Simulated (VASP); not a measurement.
# Si (Fm-3m) in VASP: a series of runs, part 2 of 2

VASP 6.6.1. The steps go on from the part before.

**4. Single point, r2SCAN**

This run uses another cell than the first one, of 13.73 Å³/atom, 0.926 times its volume.

Contents of POSCAR:

```
Si
1.0
    0.0000000000      1.9005188515      1.9005188515
    1.9005188515      0.0000000000      1.9005188515
    1.9005188515      1.9005188515      0.0000000000
Si
1
Direct
    0.0000000000      0.0000000000      0.0000000000
```

Contents of INCAR.step1:

```
ALGO = Normal
EDIFF = 1E-4
ENCUT = 520
GGA = PE
ISMEAR = -1
LASPH = True
LCHARG = False
LREAL = False
LWAVE = True
NBANDS = 8
NELM = 100
PREC = Accurate
SIGMA = 0.1
```

Contents of INCAR.step2:

```
ALGO = Normal
EDIFF = 1E-6
ENCUT = 520
ISIF = 2
ISMEAR = -1
ISTART = 1
LASPH = True
LCHARG = False
LMIXTAU = True
LREAL = False
LWAVE = False
METAGGA = R2SCAN
NBANDS = 8
NELM = 100
PREC = Accurate
SIGMA = 0.1
```

Contents of KPOINTS:

```
k-points
0
Gamma
  23 23 23
```

Potentials or basis: VASP PAW PBE potentials, release 64 (Si).

Run with:

```console
> cat potpaw_PBE.64/Si/POTCAR > POTCAR
> cp INCAR.step1 INCAR
> mpirun -np 1 vasp_std > vasp.out
> cp INCAR.step2 INCAR
> mpirun -np 1 vasp_std > vasp.out
```

OUTCAR:

```text
EDIFF = 1E-6
   ENCUT = 520
   ISIF = 2
   ISMEAR = -1
   ISTART = 1
   LASPH = True
   LREAL = False
   METAGGA = R2SCAN
   NELM = 100
   PREC = Accurate

 ion  position               nearest neighbor table
   1  0.000  0.000  0.000-

  LATTYP: Found a face centered cubic cell.
 ALAT       =     3.8010377030

  Lattice vectors:

 A1 = (   0.0000000000,   1.9005188515,   1.9005188515)
 A2 = (   1.9005188515,   0.0000000000,   1.9005188515)
 A3 = (   1.9005188515,   1.9005188515,   0.0000000000)

Analysis of symmetry for initial positions (statically):
=====================================================================
 Subroutine PRICEL returns:
 Original cell was already a primitive cell.

 Routine SETGRP: Setting up the symmetry group for a
 face centered cubic supercell.

 Subroutine GETGRP returns: Found 48 space group operations
 (whereof 48 operations were pure point group operations)
 out of a pool of 48 trial point group operations.

The static configuration has the point symmetry O_h .

Analysis of symmetry for dynamics (positions and initial velocities):
=====================================================================
 Subroutine PRICEL returns:
 Original cell was already a primitive cell.

 Routine SETGRP: Setting up the symmetry group for a
 face centered cubic supercell.

 Subroutine GETGRP returns: Found 48 space group operations
 (whereof 48 operations were pure point group operations)
 out of a pool of 48 trial point group operations.

The dynamic configuration has the point symmetry O_h .

 Subroutine INISYM returns: Found 48 space group operations
 (whereof 48 operations are pure point group operations),
 and found     1 'primitive' translations

[... 104 lines left out ...]
   NUPDOWN=      -1.0000    fix difference up-down
   EMIN   =  10.00;   EMAX   =-10.00  energy-range for DOS
   EFERMI =   0.00;   METHOD = LEGACY
   ISMEAR =    -1;   SIGMA  =   0.10  broadening in eV -4-tet -1-fermi 0-gaus
   EFERMI_NEDOS =   21; number of points for ismear=-14 and -15
   IALGO  =     38    algorithm
   IMIX   =      4    mixing-type and parameters
     AMIX     =   0.40;   BMIX     =  1.00
     AMIX_MAG =   1.60;   BMIX_MAG =  1.00
  volume/ion in A,a.u.               =      13.73        92.65
  Fermi-wavevector in a.u.,A,eV,Ry     =   1.085290  2.050902 16.025695  1.177855
  Thomas-Fermi vector in A             =   2.221401
   LORBIT       =      0    0 simple, 1 ext, 2 COOP (PROOUT), +10 PAW based schemes
   METAGGA = R2SCAN    functional components
   LHFCALC =     F    Hartree Fock is set to
   AEXX    =    0.0000 exact exchange contribution
   IVDW    =     0    specifies the selected vdW correction
   LEPSILON=     F    determine dielectric tensor
   LRPA    =     F    only Hartree local field effects (RPA)
 non-spin polarized calculation
  energy-cutoff  :      520.00
  volume of cell :       13.73
 maximum number of plane-waves:       380
   NGX =  9   NGY =  9   NGZ =  9

 number of electron       4.0000000 magnetization

 Free energy of the ion-electron system (eV)
  ---------------------------------------------------
  ext. energy  EPLUGINS =         0.00000000
  ---------------------------------------------------
  free energy    TOTEN  =        -8.03526512 eV

  energy without entropy =       -8.02265658  energy(sigma->0) =       -8.02896085

 E-fermi :  10.9587     XC(G=0): -12.2146

 val. band max:       10.9139413581   @ k =  -0.4348   0.3913   0.1739
 cond. band min:      10.9656265176   @ k =  -0.3478   0.3913   0.1739
 fundamental gap:      0.0516851595
 Fermi energy:        10.9587448679

 k-point     1 :       0.0000    0.0000    0.0000
  band No.  band energies     occupation
      1      -4.9733      2.00000
      2      23.6017      0.00000
      3      23.6017      0.00000
      4      23.6017      0.00000
      5      23.7713      0.00000
      6      23.7713      0.00000
      7      23.7713      0.00000
      8      29.4096      0.00000
[... 243 lines left out ...]
 k-point    24 :      -0.4783    0.0435    0.0000
  band No.  band energies     occupation
      1       2.6879      2.00000
      2       3.2413      2.00000
      3      19.7811      0.00000
      4      20.2568      0.00000
      5      22.5567      0.00000
      6      23.0389      0.00000
      7      26.2284      0.00000
      8      28.5964      0.00000

 [... further k-points ...]
[... 5 lines left out ...]
  --------------------------------------------------------------------------------------
  -------------------------------------------------------------------------------------
  Total        0.0395216      0.0395216      0.0395216      0.0000000     -0.0000000      0.0000000
  in kB        4.6121022      4.6121022      4.6121022      0.0000000     -0.0000000      0.0000000
  external PRESSURE =       4.6121022 kB  Pullay stress =       0.0000000 kB

 VOLUME and BASIS-vectors are now :
 -----------------------------------------------------------------------------
  energy-cutoff  :      520.00
  volume of cell :       13.73
      direct lattice vectors                 reciprocal lattice vectors
     0.000000000  1.900518851  1.900518851    -0.263086051  0.263086051  0.263086051
     1.900518851  0.000000000  1.900518851     0.263086051 -0.263086051  0.263086051
     1.900518851  1.900518851  0.000000000     0.263086051  0.263086051 -0.263086051

 POSITION                                       TOTAL-FORCE (eV/Angst)
 -----------------------------------------------------------------------------------
      0.00000      0.00000      0.00000         0.000000      0.000000      0.000000
 -----------------------------------------------------------------------------------
    total drift:                               -0.000000      0.000000      0.000000

  FREE ENERGIE OF THE ION-ELECTRON SYSTEM (eV)
  ---------------------------------------------------
  free  energy   TOTEN  =        -8.0352651244 eV

  energy  without entropy=       -8.0226565751  energy(sigma->0) =       -8.02896085
```

OSZICAR.step1:

```text
N       E                     dE             d eps       ncg     rms          rms(c)
DAV:   1    -0.236100290842E+01   -0.23610E+01   -0.18281E+03  6264   0.382E+02
DAV:   2    -0.489189613035E+01   -0.25309E+01   -0.24511E+01  8720   0.308E+01
DAV:   3    -0.490603925730E+01   -0.14143E-01   -0.14121E-01  6552   0.238E+00
DAV:   4    -0.490605275853E+01   -0.13501E-04   -0.13502E-04  9784   0.777E-02
DAV:   5    -0.490605276164E+01   -0.31123E-08   -0.24937E-08  6528   0.561E-04    0.294E+00
DAV:   6    -0.489198291356E+01    0.14070E-01   -0.38243E-03  6840   0.274E-01    0.163E+00
DAV:   7    -0.488382532472E+01    0.81576E-02   -0.78080E-03  7024   0.392E-01    0.139E-01
DAV:   8    -0.488378338321E+01    0.41942E-04   -0.26762E-05  7312   0.423E-02
   1 F= -.48837834E+01 E0= -.48770120E+01  d E =-.135427E-01
```

It took 43 s on 1 thread of Intel Xeon 6975P-C (Granite Rapids), shared host; peak memory 0.14 GiB.

Results:

```
Free energy            : -8.0353 eV
Pressure               : 0.5 GPa
Band gap on the k mesh : zero (band 2 reaches 23.60 eV, above the bottom of band 3 at 7.69 eV)
```

Levels at points of the mesh, in eV from the Fermi level:
```tsv
k point	band 1	band 2	band 3	band 4	band 5	band 6	band 7
(0.00, 0.00, 0.00)	-15.93	12.64	12.64	12.64	12.81	12.81	12.81
```

Caveat: the PAW data sets were made with another functional, which shifts forces and pressure a little.

**5. Relaxation of cell and atoms, r2SCAN**

This run uses another cell than the first one, of 15.02 Å³/atom, 1.013 times its volume.

Contents of POSCAR:

```
Si
1.0
    0.0000000000      1.9581061854      1.9581061854
    1.9581061854      0.0000000000      1.9581061854
    1.9581061854      1.9581061854      0.0000000000
Si
1
Direct
    0.0000000000      0.0000000000      0.0000000000
```

Contents of INCAR.step1:

```
SYSTEM = Si
  ALGO = Normal
  EDIFF = 1E-4
  ENCUT = 600
  GGA = PE
  ISMEAR = -1
  LASPH = .TRUE.
  LCHARG = .FALSE.
  LREAL = .FALSE.
  LWAVE = .TRUE.
  NELM = 80
  PREC = Accurate
  SIGMA = 0.1
```

Contents of INCAR.step2:

```
SYSTEM = Si
  ALGO = Normal
  EDIFF = 1E-7
  EDIFFG = -0.01
  ENCUT = 600
  IBRION = 2
  ISIF = 3
  ISMEAR = -1
  ISTART = 1
  LASPH = .TRUE.
  LCHARG = .FALSE.
  LMIXTAU = .TRUE.
  LREAL = .FALSE.
  LWAVE = .FALSE.
  METAGGA = R2SCAN
  NELM = 80
  NSW = 80
  PREC = Accurate
  SIGMA = 0.1
```

Contents of KPOINTS:

```
k-points
0
G
  14 14 14
  0 0 0
```

Potentials or basis: VASP PAW PBE potentials, release 64 (Si).

Run with:

```console
> cat potpaw_PBE.64/Si/POTCAR > POTCAR
> cp INCAR.step1 INCAR
> mpirun -np 1 vasp_std > vasp.out
> cp INCAR.step2 INCAR
> mpirun -np 1 vasp_std > vasp.out
```

OUTCAR:

```text
SYSTEM = Si
   EDIFF = 1E-7
   EDIFFG = -0.01
   ENCUT = 600
   IBRION = 2
   ISIF = 3
   ISMEAR = -1
   ISTART = 1
   LASPH = .TRUE.
   LREAL = .FALSE.
   METAGGA = R2SCAN
   NELM = 80
   NSW = 80
   PREC = Accurate

 ion  position               nearest neighbor table
   1  0.000  0.000  0.000-

  LATTYP: Found a face centered cubic cell.
 ALAT       =     3.9162123708

  Lattice vectors:

 A1 = (   0.0000000000,   1.9581061854,   1.9581061854)
 A2 = (   1.9581061854,   0.0000000000,   1.9581061854)
 A3 = (   1.9581061854,   1.9581061854,   0.0000000000)

Analysis of symmetry for initial positions (statically):
=====================================================================
 Subroutine PRICEL returns:
 Original cell was already a primitive cell.

 Routine SETGRP: Setting up the symmetry group for a
 face centered cubic supercell.

 Subroutine GETGRP returns: Found 48 space group operations
 (whereof 48 operations were pure point group operations)
 out of a pool of 48 trial point group operations.

The static configuration has the point symmetry O_h .

Analysis of symmetry for dynamics (positions and initial velocities):
=====================================================================
 Subroutine PRICEL returns:
 Original cell was already a primitive cell.

 Routine SETGRP: Setting up the symmetry group for a
 face centered cubic supercell.

 Subroutine GETGRP returns: Found 48 space group operations
 (whereof 48 operations were pure point group operations)
 out of a pool of 48 trial point group operations.

The dynamic configuration has the point symmetry O_h .

 Subroutine INISYM returns: Found 48 space group operations
 (whereof 48 operations are pure point group operations),
 and found     1 'primitive' translations

----------------------------------------------------------------------------------------

                                     Primitive cell

  volume of cell :      15.0155

  direct lattice vectors                    reciprocal lattice vectors
     0.000000000  1.958106185  1.958106185    -0.255348767  0.255348767  0.255348767
     1.958106185  0.000000000  1.958106185     0.255348767 -0.255348767  0.255348767
     1.958106185  1.958106185  0.000000000     0.255348767  0.255348767 -0.255348767

  length of vectors
     2.769180324  2.769180324  2.769180324     0.442277038  0.442277038  0.442277038

  position of ions in fractional coordinates (direct lattice)
     0.000000000  0.000000000  0.000000000

  ion indices of the primitive-cell ions
   primitive index   ion index
                 1           1

----------------------------------------------------------------------------------------

 KPOINTS: k-points

Automatic generation of k-mesh.
 Grid dimensions read from file:
 generate k-points for:   14   14   14

 Generating k-lattice:

  Cartesian coordinates                     Fractional coordinates (reciprocal lattice)
    -0.018239198  0.018239198  0.018239198     0.071428571  0.000000000  0.000000000
     0.018239198 -0.018239198  0.018239198     0.000000000  0.071428571  0.000000000
     0.018239198  0.018239198 -0.018239198     0.000000000  0.000000000  0.071428571

  Length of vectors
     0.031591217  0.031591217  0.031591217

  Shift w.r.t. Gamma in fractional coordinates (k-lattice)
     0.000000000  0.000000000  0.000000000

 Subroutine IBZKPT returns following result:
 ===========================================

 Found    104 irreducible k-points:

 Following reciprocal coordinates:
            Coordinates               Weight
  0.000000  0.000000  0.000000      1.000000
  0.071429  0.000000  0.000000      8.000000
  0.142857  0.000000  0.000000      8.000000
  0.214286  0.000000  0.000000      8.000000
  0.285714  0.000000  0.000000      8.000000
  0.357143  0.000000  0.000000      8.000000
[... 16 lines left out ...]
  0.214286  0.142857  0.000000     24.000000
  0.285714  0.142857  0.000000     24.000000
 [... further k-points ...]
   k-points           NKPTS =    104   k-points in BZ     NKDIM =    104   number of bands    NBANDS=      6
   number of dos      NEDOS =    301   number of ions     NIONS =      1
   total plane-waves  NPLWV =  13824
   dimension x,y,z NGX =    24 NGY =   24 NGZ =   24
   dimension x,y,z NGXF=    48 NGYF=   48 NGZF=   48
   ions per type =               1
   NGX,Y,Z   is equivalent  to a cutoff of  14.41, 14.41, 14.41 a.u.
   NGXF,Y,Z  is equivalent  to a cutoff of  28.82, 28.82, 28.82 a.u.
 SYSTEM =  Si
   PREC   = accura    normal or accurate (medium, high low for compatibility)
   ISTART =      1    job   : 0-new  1-cont  2-samecut
   ICHARG =      0    charge: 1-file 2-atom 10-const
   ISPIN  =      1    spin polarized calculation?
   LNONCOLLINEAR =      F non collinear calculations
   LSORBIT =      F    spin-orbit coupling
   LASPH  =      T    aspherical Exc in radial PAW
   ENCUT  =  600.0 eV  44.10 Ry    6.64 a.u.   5.53  5.53  5.53*2*pi/ulx,y,z
   NELM   =     80;   NELMIN=  2; NELMDL=  0     # of ELM steps
   EDIFF  = 0.1E-06   stopping-criterion for ELM
   LREAL  =      F    real-space projection
   EDIFFG = -.1E-01   stopping-criterion for IOM
   NSW    =     80    number of steps for IOM
   IBRION =      2    ionic relax: 0-MD 1-quasi-New 2-CG
   NFREE  =      1    steps in history (QN), initial steepest desc. (CG)
   ISIF   =      3    stress and relaxation
   ISYM   =      2    0-nonsym 1-usesym 2-fastsym
   POTIM  = 0.5000    time-step for ionic-motion
   TEBEG  =    0.0;   TEEND  =   0.0 temperature during run
   PSTRESS=    0.0 pullay stress
   NELECT =       4.0000    total number of electrons
   NUPDOWN=      -1.0000    fix difference up-down
   EMIN   =  10.00;   EMAX   =-10.00  energy-range for DOS
   EFERMI =   0.00;   METHOD = LEGACY
   ISMEAR =    -1;   SIGMA  =   0.10  broadening in eV -4-tet -1-fermi 0-gaus
   EFERMI_NEDOS =   21; number of points for ismear=-14 and -15
   IALGO  =     38    algorithm
   IMIX   =      4    mixing-type and parameters
     AMIX     =   0.40;   BMIX     =  1.00
     AMIX_MAG =   1.60;   BMIX_MAG =  1.00
  volume/ion in A,a.u.               =      15.02       101.33
  Fermi-wavevector in a.u.,A,eV,Ry     =   1.053372  1.990585 15.096934  1.109593
  Thomas-Fermi vector in A             =   2.188491
   LORBIT       =      0    0 simple, 1 ext, 2 COOP (PROOUT), +10 PAW based schemes
   METAGGA = R2SCAN    functional components
   LHFCALC =     F    Hartree Fock is set to
   AEXX    =    0.0000 exact exchange contribution
   IVDW    =     0    specifies the selected vdW correction
   LEPSILON=     F    determine dielectric tensor
   LRPA    =     F    only Hartree local field effects (RPA)
 conjugate gradient relaxation of ions
 non-spin polarized calculation
  energy-cutoff  :      600.00
  volume of cell :       15.02
 maximum number of plane-waves:       531
 NGX is ok and might be reduce to    24
   NGX = 11   NGY = 11   NGZ = 11

--------------------------------------- Ionic step        1  -------------------------------------------

 number of electron       4.0000000 magnetization

 Free energy of the ion-electron system (eV)
  ---------------------------------------------------
  ext. energy  EPLUGINS =         0.00000000
  ---------------------------------------------------
  free energy    TOTEN  =        -8.00763105 eV

  energy without entropy =       -7.99366168  energy(sigma->0) =       -8.00064637

 E-fermi :   9.7534     XC(G=0): -11.8099

 val. band max:        9.7395618412   @ k =   0.5000   0.3571   0.1429
 cond. band min:       9.8566832563   @ k =   0.5000   0.3571   0.0714
 fundamental gap:      0.1171214151
 Fermi energy:         9.7533821096

 k-point     1 :       0.0000    0.0000    0.0000
  band No.  band energies     occupation
      1      -5.2895      2.00000
      2      21.2260      0.00000
      3      21.2260      0.00000
      4      21.2260      0.00000
      5      22.2163      0.00000
      6      22.2163      0.00000

 k-point     2 :       0.0714    0.0000    0.0000
  band No.  band energies     occupation
      1      -5.1352      2.00000
      2      18.8682      0.00000
      3      20.5208      0.00000
      4      20.5208      0.00000
      5      23.1078      0.00000
      6      23.1078      0.00000
[... 265 lines left out ...]
  energy  without entropy=       -8.0211895381  energy(sigma->0) =       -8.02748784

--------------------------------------- Ionic step        3  -------------------------------------------

 number of electron       4.0000000 magnetization

 Free energy of the ion-electron system (eV)
  ---------------------------------------------------
  ext. energy  EPLUGINS =         0.00000000
  ---------------------------------------------------
  free energy    TOTEN  =        -8.03389046 eV

  energy without entropy =       -8.02137211  energy(sigma->0) =       -8.02763128

 E-fermi :  10.9320     XC(G=0): -12.2081

 val. band max:       10.9269396070   @ k =   0.4286   0.2857   0.0000
 cond. band min:      10.9363655295   @ k =   0.5000   0.3571   0.0714
 fundamental gap:      0.0094259225
 Fermi energy:        10.9320366170

 k-point     1 :       0.0000    0.0000    0.0000
  band No.  band energies     occupation
      1      -4.9767      2.00000
      2      23.5685      0.00000
      3      23.5685      0.00000
      4      23.5685      0.00000
      5      23.7488      0.00000
      6      23.7488      0.00000

 k-point     2 :       0.0714    0.0000    0.0000
  band No.  band energies     occupation
      1      -4.8131      2.00000
      2      20.6299      0.00000
      3      22.5028      0.00000
      4      22.5028      0.00000
      5      25.0237      0.00000
      6      25.0237      0.00000
[... 226 lines left out ...]
  FREE ENERGIE OF THE ION-ELECTRON SYSTEM (eV)
  ---------------------------------------------------
  free  energy   TOTEN  =        -8.0338904591 eV

  energy  without entropy=       -8.0213721056  energy(sigma->0) =       -8.02763128

 reached required accuracy - stopping structural energy minimisation
```

Wall time 34 s (1 thread of Intel Xeon 6975P-C (Granite Rapids), shared host); peak memory 0.14 GiB.

Results:

```
Free energy                            : -8.0339 eV
Relaxed volume                         : 13.75 Å³/atom
Relaxed cell                           : a = 2.689 Å, b = 2.689 Å, c = 2.689 Å, α = 60.00°, β = 60.00°, γ = 60.00°
Space group after relaxing (to 0.05 Å) : Fm-3m (No. 225)
Energy gained by relaxing              : 26.3 meV/atom
Ionic steps                            : 3
Pressure after relaxing                : 0.0 GPa
Band gap on the k mesh                 : zero (band 2 reaches 23.57 eV, above the bottom of band 3 at 7.91 eV)
```

The path:
```csv
step,energy change (eV),largest force (eV/Å),pressure (GPa),volume (Å³)
1,0.0000,0.0000,-6.05,15.02
2,-0.0262,0.0000,-0.45,13.82
3,-0.0263,0.0000,-0.01,13.75
```

Final structure:
```xyz
1
Lattice="0.0000 1.9013 1.9013 1.9013 0.0000 1.9013 1.9013 1.9013 0.0000" Properties=species:S:1:pos:R:3 pbc="T T T"
Si    0.0000    0.0000    0.0000
```

Caveat: the PAW data sets were made with another functional, which shifts forces and pressure a little.

**6. Overview**

| task | cell | k mesh | cutoff (eV) | gap on the mesh (eV) | pressure (GPa) |
| --- | --- | --- | --- | --- | --- |
| single point | a = 2.758 Å, angles 60.0°, 1 atom | 16 × 16 × 16 | 520 | none | -5.1 |
| single point | a = 2.791 Å, angles 60.0°, 1 atom | 16 × 16 × 16 | 520 | none | -7.2 |
| single point | a = 2.688 Å, angles 60.0°, 1 atom | 23 × 23 × 23 | 520 | none | 0.5 |
| relaxation of cell and atoms | relaxed from a = 2.769 Å, angles 60.0°, 1 atom | 14 × 14 × 14 | 600 | none | 0.0 |

Alike in all rows: level r2SCAN; potentials or basis VASP PAW PBE potentials, release 64 (Si); no spin polarisation; smearing fermi-dirac 0.1 eV.

Caveats: the PAW data sets were made with another functional, which shifts forces and pressure a little.

Total energies depend on the potentials used, so only differences within one code and one set of settings carry meaning.
